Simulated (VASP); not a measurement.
Wanted: the native input for a VASP 6.6.1 run.

- Task: single point
- Functional: PBE
- Potentials or basis: VASP PAW PBE potentials, release 64 (Co, O)
- Cutoff: 520 eV
- k mesh: 10 × 10 × 10
- Occupations: gaussian, width 0.027 eV
- Spin: collinear spin, ferromagnetic start
- Starting moments: [2.0, 0.0] μB
- Dipole correction: no
- Further INCAR settings: ALGO = Normal; EDIFF = 1e-06; NBANDS = 18

The structure of CoO lies in POSCAR:

```
CoO
1.0
    0.0000000000      2.3436418400      2.3436418400
    2.3436418400      0.0000000000      2.3436418400
    2.3436418400      2.3436418400      0.0000000000
Co O
1 1
Direct
    0.0000000000      0.0000000000      0.0000000000
    0.2500000000      0.2500000000      0.2500000000
```

One way to write it, as run:

INCAR

```
SYSTEM = CoO
PREC = Accurate ; ENCUT = 520
EDIFF = 1E-6 ; ISMEAR = 0
SIGMA = 0.027000000000000003 ; LREAL = .FALSE.
LASPH = .TRUE. ; NELM = 150
ALGO = Normal ; ISIF = 2
LWAVE = .FALSE. ; LCHARG = .FALSE.
ISPIN = 2 ; MAGMOM = 2 0
LORBIT = 11 ; LMAXMIX = 4
GGA = PE ; NBANDS = 18
```

KPOINTS

```
Automatic mesh
0
G
  10 10 10
  0 0 0
```

Potentials or basis: VASP PAW PBE potentials, release 64 (Co, O).

The run is started by

```bash
$ cat potpaw_PBE.64/Co/POTCAR potpaw_PBE.64/O/POTCAR > POTCAR
$ mpirun -np 1 vasp_std > vasp.out
```

It gave:

```json
{
  "Pressure": "-12.2 GPa",
  "Band gap on the k mesh": "zero (filled and empty bands overlap)",
  "Net moment": "2.98 μB per cell",
  "Site moments": "Co +2.54; O +0.32 μB",
  "Valence electrons inside the program's atomic spheres": "Co 7.79; O 4.94"
}
```

Caveat: a cell with one magnetic atom can't hold antiferromagnetic order, which such compounds often take; semilocal functionals often make such compounds metallic where correlation or magnetic order opens a gap, which also shifts bond lengths.

Wall time 39 s on 1 thread of Intel(R) Xeon(R) Platinum 8488C (Sapphire Rapids) (shared host), peak memory 0.19 GiB.
